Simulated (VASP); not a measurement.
The system is Al3B2Sb.

```
Al B Sb
1.0
     3.55520    0.00000    0.00000
     0.00000    1.77739    6.80118
     0.00000   -1.77739    6.80118
Al B Sb
3 2 1
Direct
  0.00000 0.75144 0.75144
  0.00000 0.43357 0.43357
  0.50000 0.56666 0.56666
  0.00000 0.09861 0.09861
  0.50000 0.90099 0.90099
  0.50000 0.24874 0.24874
```

```yaml
Program: VASP 6.6.1
Task: relaxation of cell and atoms
Functional: PBE
Potentials_or_basis: VASP PAW PBE potentials, release 64 (Al, B, Sb)
Cutoff: 600 eV
k_mesh: 5 × 5 × 5
Occupations: gaussian, width 0.2 eV
Spin: no spin polarisation
```

At the start: pressure 8.8 GPa; volume 14.33 Å³/atom.

Q: How do energy, volume and symmetry change on relaxing?

A: Over 34 steps the energy falls by 462.9 meV/atom and the volume is 15.69 Å³/atom (+9.5 %); space group Amm2 (No. 38, to 0.05 Å).

The path:
| step | energy change (eV) | largest force (eV/Å) | pressure (GPa) | volume (Å³) |
| --- | --- | --- | --- | --- |
| 1 | 0.0000 | 0.7918 | 8.75 | 85.95 |
| 2 | -0.3569 | 0.3715 | -2.16 | 96.01 |
| 3 | -0.3574 | 0.3754 | -1.85 | 95.63 |
| 4 | -0.4547 | 0.4843 | -1.96 | 94.66 |
| 5 | -0.5619 | 0.8850 | -0.92 | 92.01 |
| 6 | -0.6490 | 0.7862 | 0.28 | 90.29 |
| 7 | -0.7792 | 0.6534 | 6.06 | 85.08 |
| 8 | -0.8335 | 0.7054 | 5.97 | 85.39 |
| 9 | -0.9784 | 0.9026 | 6.21 | 86.25 |
| 10 | -0.8302 | 2.3927 | 9.45 | 87.73 |
| 11 | -1.0301 | 0.9998 | 6.50 | 86.68 |
| 12 | -1.0330 | 1.2773 | 7.02 | 87.02 |
| 13 | -1.1789 | 1.2740 | 3.68 | 90.63 |
| 14 | -1.2251 | 1.3312 | 0.62 | 95.51 |
| 15 | -1.3819 | 1.1357 | -1.62 | 96.81 |
| 16 | -1.5085 | 1.1188 | -5.34 | 99.56 |
| 17 | -1.6826 | 1.2049 | -4.13 | 96.87 |
| 18 | -1.9696 | 1.0663 | 2.02 | 88.96 |
| 19 | -2.1483 | 0.8779 | 2.85 | 88.42 |
| 20 | -2.3597 | 0.9048 | 7.30 | 86.98 |
| 21 | -2.5108 | 0.8972 | 4.56 | 89.92 |
| 22 | -2.5796 | 1.1003 | 1.96 | 93.47 |
| 23 | -2.5805 | 1.1321 | 1.64 | 94.00 |
| 24 | -2.6427 | 0.8027 | 0.21 | 94.89 |
| 25 | -2.6847 | 0.3777 | -1.93 | 96.49 |
| 26 | -2.7112 | 0.3407 | -0.69 | 95.04 |
| 27 | -2.7175 | 0.4594 | 0.32 | 93.98 |
| 28 | -2.7294 | 0.3679 | 0.27 | 93.82 |
| 29 | -2.7478 | 0.1594 | 0.22 | 93.34 |
| 30 | -2.7482 | 0.1407 | 0.23 | 93.25 |
| 31 | -2.7615 | 0.1187 | 0.12 | 93.51 |
| 32 | -2.7757 | 0.0808 | 0.03 | 94.04 |
| 33 | -2.7766 | 0.0593 | 0.28 | 94.19 |
| 34 | -2.7773 | 0.0599 | 0.18 | 94.13 |

Final structure:
```cif
data_structure
_symmetry_space_group_name_H-M 'P 1'
_symmetry_Int_Tables_number 1
_cell_length_a 5.0941
_cell_length_b 5.8367
_cell_length_c 5.8367
_cell_angle_alpha 32.848
_cell_angle_beta 90.000
_cell_angle_gamma 90.000
_cell_volume 94.13
loop_
_atom_site_label
_atom_site_type_symbol
_atom_site_fract_x
_atom_site_fract_y
_atom_site_fract_z
_atom_site_occupancy
Al1 Al 0.00000 0.68387 0.68387 1
Al2 Al 0.00000 0.41993 0.41993 1
Al3 Al 0.50000 0.58180 0.58180 1
B1 B 0.00000 0.04808 0.04808 1
B2 B 0.50000 0.95841 0.95841 1
Sb1 Sb 0.50000 0.30791 0.30791 1
```

Caveat: the k points lie up to 0.40 Å⁻¹ apart in the final cell; the relaxation stopped at a loose force limit of 0.08 eV/Å, so its end isn't a converged minimum.
